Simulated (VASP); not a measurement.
# KAlO3 (Pm-3m) in VASP: single point with LDA

Aim: the single point of KAlO3 with LDA.

Program: VASP 6.6.1. These are calculated values, not measurements. Logs are shortened: lines on timing, memory, paths and dates and some standing lists are left out, and cuts for length are marked.

## 1. The cell of the first run

The structure is cubic, space group Pm-3m (No. 221). The conventional cell has a = 3.867 Å, b = 3.867 Å, c = 3.867 Å, α = 90.00°, β = 90.00°, γ = 90.00°. Within 3.6 Å of K (site symmetry m-3m) lie 12 O at 2.73 Å and 8 Al at 3.35 Å. Al (site symmetry m-3m) has 6 O at 1.93 Å within 2.6 Å. Within 2.6 Å of O (site symmetry 4/mmm) lie 2 Al at 1.93 Å.

## 2. Single point, LDA

Contents of INCAR:

```
SYSTEM = KAlO3
ALGO = Normal
EDIFF = 1E-6
ENCUT = 520
GGA = CA
ISIF = 2
ISMEAR = 0
LASPH = .TRUE.
LCHARG = .FALSE.
LREAL = .FALSE.
LWAVE = .FALSE.
NBANDS = 23
NELM = 80
PREC = Accurate
SIGMA = 0.1
```

Contents of KPOINTS:

```
k-points
0
G
  7 7 7
  0 0 0
```

Contents of POSCAR:

```
KAlO3
1.0
    3.8670140000      0.0000000000      0.0000000000
    0.0000000000      3.8670140000      0.0000000000
    0.0000000000      0.0000000000      3.8670140000
K Al O
1 1 3
Direct
    0.0000000000      0.0000000000      0.0000000000
    0.5000000000      0.5000000000      0.5000000000
    0.5000000000      0.5000000000      0.0000000000
    0.5000000000      0.0000000000      0.5000000000
    0.0000000000      0.5000000000      0.5000000000
```

Potentials or basis: VASP PAW LDA potentials, release 64 (K_sv, Al, O).

Run with:

```console
cat potpaw_LDA.64/K_sv/POTCAR potpaw_LDA.64/Al/POTCAR potpaw_LDA.64/O/POTCAR > POTCAR
mpirun -np 1 vasp_std > vasp.out
```

OUTCAR:

```text
SYSTEM = KAlO3
   EDIFF = 1E-6
   ENCUT = 520
   GGA = CA
   ISIF = 2
   ISMEAR = 0
   LASPH = .TRUE.
   LREAL = .FALSE.
   NELM = 80
   PREC = Accurate

 ion  position               nearest neighbor table
   1  0.000  0.000  0.000-   3 2.73   4 2.73   5 2.73   4 2.73   5 2.73   3 2.73   5 2.73   5 2.73
                             3 2.73   4 2.73   4 2.73   3 2.73   2 3.35   2 3.35   2 3.35   2 3.35
   2  0.500  0.500  0.500-   3 1.93   4 1.93   5 1.93   3 1.93   4 1.93   5 1.93   1 3.35   1 3.35
                             1 3.35   1 3.35   1 3.35   1 3.35   1 3.35   1 3.35
   3  0.500  0.500  0.000-   2 1.93   2 1.93   1 2.73   1 2.73   1 2.73   1 2.73
   4  0.500  0.000  0.500-   2 1.93   2 1.93   1 2.73   1 2.73   1 2.73   1 2.73
   5  0.000  0.500  0.500-   2 1.93   2 1.93   1 2.73   1 2.73   1 2.73   1 2.73

  LATTYP: Found a simple cubic cell.
 ALAT       =     3.8670140000

  Lattice vectors:

 A1 = (   3.8670140000,   0.0000000000,   0.0000000000)
 A2 = (   0.0000000000,   3.8670140000,   0.0000000000)
 A3 = (   0.0000000000,   0.0000000000,   3.8670140000)

Analysis of symmetry for initial positions (statically):
=====================================================================
 Subroutine PRICEL returns:
 Original cell was already a primitive cell.

 Routine SETGRP: Setting up the symmetry group for a
 simple cubic supercell.

 Subroutine GETGRP returns: Found 48 space group operations
 (whereof 48 operations were pure point group operations)
 out of a pool of 48 trial point group operations.

The static configuration has the point symmetry O_h .

Analysis of symmetry for dynamics (positions and initial velocities):
=====================================================================
 Subroutine PRICEL returns:
 Original cell was already a primitive cell.

 Routine SETGRP: Setting up the symmetry group for a
 simple cubic supercell.

 Subroutine GETGRP returns: Found 48 space group operations
 (whereof 48 operations were pure point group operations)
 out of a pool of 48 trial point group operations.

The dynamic configuration has the point symmetry O_h .

 Subroutine INISYM returns: Found 48 space group operations
 (whereof 48 operations are pure point group operations),
 and found     1 'primitive' translations

----------------------------------------------------------------------------------------

                                     Primitive cell

  volume of cell :      57.8265

  direct lattice vectors                    reciprocal lattice vectors
     3.867014000  0.000000000  0.000000000     0.258597460  0.000000000  0.000000000
     0.000000000  3.867014000  0.000000000     0.000000000  0.258597460  0.000000000
     0.000000000  0.000000000  3.867014000     0.000000000  0.000000000  0.258597460

  length of vectors
     3.867014000  3.867014000  3.867014000     0.258597460  0.258597460  0.258597460

  position of ions in fractional coordinates (direct lattice)
     0.000000000  0.000000000  0.000000000
     0.500000000  0.500000000  0.500000000
     0.500000000  0.500000000  0.000000000
     0.500000000  0.000000000  0.500000000
     0.000000000  0.500000000  0.500000000

  ion indices of the primitive-cell ions
   primitive index   ion index
                 1           1
                 2           2
                 3           3
                 4           4
                 5           5

----------------------------------------------------------------------------------------

 KPOINTS: k-points

Automatic generation of k-mesh.
 Grid dimensions read from file:
 generate k-points for:    7    7    7

 Generating k-lattice:

  Cartesian coordinates                     Fractional coordinates (reciprocal lattice)
     0.036942494  0.000000000  0.000000000     0.142857143  0.000000000  0.000000000
     0.000000000  0.036942494  0.000000000     0.000000000  0.142857143  0.000000000
     0.000000000  0.000000000  0.036942494     0.000000000  0.000000000  0.142857143

  Length of vectors
     0.036942494  0.036942494  0.036942494

  Shift w.r.t. Gamma in fractional coordinates (k-lattice)
     0.000000000  0.000000000  0.000000000

 Subroutine IBZKPT returns following result:
 ===========================================

 Found     20 irreducible k-points:

 Following reciprocal coordinates:
            Coordinates               Weight
  0.000000  0.000000  0.000000      1.000000
  0.142857  0.000000  0.000000      6.000000
  0.285714  0.000000  0.000000      6.000000
  0.428571  0.000000  0.000000      6.000000
  0.142857  0.142857  0.000000     12.000000
  0.285714  0.142857  0.000000     24.000000
[... 12 lines left out ...]
  0.428571  0.428571  0.285714     24.000000
  0.428571  0.428571  0.428571      8.000000
   k-points           NKPTS =     20   k-points in BZ     NKDIM =     20   number of bands    NBANDS=     23
   number of dos      NEDOS =    301   number of ions     NIONS =      5
   total plane-waves  NPLWV =  27000
   dimension x,y,z NGX =    30 NGY =   30 NGZ =   30
   dimension x,y,z NGXF=    60 NGYF=   60 NGZF=   60
   ions per type =               1   1   3
   NGX,Y,Z   is equivalent  to a cutoff of  12.90, 12.90, 12.90 a.u.
   NGXF,Y,Z  is equivalent  to a cutoff of  25.79, 25.79, 25.79 a.u.
 SYSTEM =  KAlO3
   PREC   = accura    normal or accurate (medium, high low for compatibility)
   ISTART =      0    job   : 0-new  1-cont  2-samecut
   ICHARG =      2    charge: 1-file 2-atom 10-const
   ISPIN  =      1    spin polarized calculation?
   LNONCOLLINEAR =      F non collinear calculations
   LSORBIT =      F    spin-orbit coupling
   LASPH  =      T    aspherical Exc in radial PAW
   ENCUT  =  520.0 eV  38.22 Ry    6.18 a.u.   7.19  7.19  7.19*2*pi/ulx,y,z
   NELM   =     80;   NELMIN=  2; NELMDL= -5     # of ELM steps
   EDIFF  = 0.1E-05   stopping-criterion for ELM
   LREAL  =      F    real-space projection
   EDIFFG = 0.1E-04   stopping-criterion for IOM
   NSW    =      0    number of steps for IOM
   IBRION =     -1    ionic relax: 0-MD 1-quasi-New 2-CG
   NFREE  =      0    steps in history (QN), initial steepest desc. (CG)
   ISIF   =      2    stress and relaxation
   ISYM   =      2    0-nonsym 1-usesym 2-fastsym
   POTIM  = 0.5000    time-step for ionic-motion
   TEBEG  =    0.0;   TEEND  =   0.0 temperature during run
   PSTRESS=    0.0 pullay stress
   NELECT =      30.0000    total number of electrons
   NUPDOWN=      -1.0000    fix difference up-down
   EMIN   =  10.00;   EMAX   =-10.00  energy-range for DOS
   EFERMI =   0.00;   METHOD = LEGACY
   ISMEAR =     0;   SIGMA  =   0.10  broadening in eV -4-tet -1-fermi 0-gaus
   EFERMI_NEDOS =   21; number of points for ismear=-14 and -15
   IALGO  =     38    algorithm
   IMIX   =      4    mixing-type and parameters
     AMIX     =   0.40;   BMIX     =  1.00
     AMIX_MAG =   1.60;   BMIX_MAG =  1.00
  volume/ion in A,a.u.               =      11.57        78.05
  Fermi-wavevector in a.u.,A,eV,Ry     =   1.315445  2.485831 23.543476  1.730397
  Thomas-Fermi vector in A             =   2.445628
   LORBIT       =      0    0 simple, 1 ext, 2 COOP (PROOUT), +10 PAW based schemes
   GGA     = CA    functional components
   LHFCALC =     F    Hartree Fock is set to
   AEXX    =    0.0000 exact exchange contribution
   IVDW    =     0    specifies the selected vdW correction
   LEPSILON=     F    determine dielectric tensor
   LRPA    =     F    only Hartree local field effects (RPA)
 non-spin polarized calculation
 Gauss-broadening in eV      SIGMA  =   0.10
  energy-cutoff  :      520.00
  volume of cell :       57.83
 maximum number of plane-waves:      1571
 NGX is ok and might be reduce to    30
   NGX = 15   NGY = 15   NGZ = 15

 number of electron      30.0000022 magnetization

 Free energy of the ion-electron system (eV)
  ---------------------------------------------------
  ext. energy  EPLUGINS =         0.00000000
  ---------------------------------------------------
  free energy    TOTEN  =       -31.04932857 eV

  energy without entropy =      -31.02566158  energy(sigma->0) =      -31.03749508

 E-fermi :   1.3078     XC(G=0): -11.1489

 val. band max:        1.3007128151   @ k =   0.1429   0.1429   0.1429
 cond. band min:       1.3399999751   @ k =   0.1429   0.1429   0.0000
 fundamental gap:      0.0392871600
 Fermi energy:         1.3078064063

 k-point     1 :       0.0000    0.0000    0.0000
  band No.  band energies     occupation
      1     -24.6069      2.00000
      2     -15.8779      2.00000
      3     -13.9548      2.00000
      4     -13.9548      2.00000
      5      -8.4546      2.00000
      6      -8.4546      2.00000
[... 15 lines left out ...]
     22      11.8001      0.00000
     23      11.8001      0.00000

 k-point     2 :       0.1429    0.0000    0.0000
  band No.  band energies     occupation
      1     -24.5988      2.00000
      2     -15.8300      2.00000
      3     -14.0637      2.00000
      4     -13.9484      2.00000
      5      -8.4329      2.00000
      6      -8.4329      2.00000
[... 15 lines left out ...]
     22      12.1072      0.00000
     23      12.1072      0.00000

 k-point     3 :       0.2857    0.0000    0.0000
  band No.  band energies     occupation
      1     -24.5803      2.00000
      2     -15.7031      2.00000
      3     -14.3201      2.00000
      4     -13.9339      2.00000
      5      -8.3833      2.00000
      6      -8.3833      2.00000
[... 15 lines left out ...]
     22      12.8565      0.00000
     23      12.8565      0.00000
[... 391 lines left out ...]
 k-point    19 :       0.4286    0.4286    0.2857
  band No.  band energies     occupation
      1     -24.5176      2.00000
      2     -14.8068      2.00000
      3     -14.5760      2.00000
      4     -14.4740      2.00000
      5      -8.6226      2.00000
      6      -8.6004      2.00000
[... 15 lines left out ...]
     22      14.4302      0.00000
     23      14.4425      0.00000

 k-point    20 :       0.4286    0.4286    0.4286
  band No.  band energies     occupation
      1     -24.5087      2.00000
      2     -14.6600      2.00000
      3     -14.5319      2.00000
      4     -14.5319      2.00000
      5      -8.7170      2.00000
      6      -8.7170      2.00000
[... 15 lines left out ...]
     22      14.3968      0.00000
     23      14.8262      0.00000

------------------------ aborting loop because EDIFF is reached ----------------------------------------

  FORCE on cell =-STRESS in cart. coord.  units (eV):
  Direction    XX          YY          ZZ          XY          YZ          ZX
  --------------------------------------------------------------------------------------
  -------------------------------------------------------------------------------------
  Total       -3.7492260     -3.7492260     -3.7492260     -0.0000000     -0.0000000      0.0000000
  in kB     -103.8783311   -103.8783311   -103.8783311     -0.0000000     -0.0000000      0.0000000
  external PRESSURE =    -103.8783311 kB  Pullay stress =       0.0000000 kB

 VOLUME and BASIS-vectors are now :
 -----------------------------------------------------------------------------
  energy-cutoff  :      520.00
  volume of cell :       57.83
      direct lattice vectors                 reciprocal lattice vectors
     3.867014000  0.000000000  0.000000000     0.258597460  0.000000000  0.000000000
     0.000000000  3.867014000  0.000000000     0.000000000  0.258597460  0.000000000
     0.000000000  0.000000000  3.867014000     0.000000000  0.000000000  0.258597460

 POSITION                                       TOTAL-FORCE (eV/Angst)
 -----------------------------------------------------------------------------------
      0.00000      0.00000      0.00000         0.000000      0.000000      0.000000
      1.93351      1.93351      1.93351         0.000000      0.000000      0.000000
      1.93351      1.93351      0.00000         0.000000      0.000000      0.000000
      1.93351      0.00000      1.93351         0.000000      0.000000      0.000000
      0.00000      1.93351      1.93351         0.000000      0.000000      0.000000
 -----------------------------------------------------------------------------------
    total drift:                                0.000000      0.000000     -0.000000

  FREE ENERGIE OF THE ION-ELECTRON SYSTEM (eV)
  ---------------------------------------------------
  free  energy   TOTEN  =       -31.0493285724 eV

  energy  without entropy=      -31.0256615810  energy(sigma->0) =      -31.03749508
```

Run time: 21 s. Hardware: 1 thread of Intel Xeon 6975P-C, shared host; peak memory 0.16 GiB.

What came out:

| Quantity | Value |
| --- | --- |
| Free energy | -31.0493 eV |
| Pressure | -10.4 GPa |
| Band gap on the k mesh | zero (band 15 reaches 1.76 eV, above the bottom of band 16 at 0.98 eV) |

Levels at points of the mesh, in eV from the Fermi level:
```tsv
k point	band 13	band 14	band 15	band 16	band 17	band 18
(0.00, 0.00, 0.00)	-0.48	0.06	0.06	0.06	6.58	8.77
```
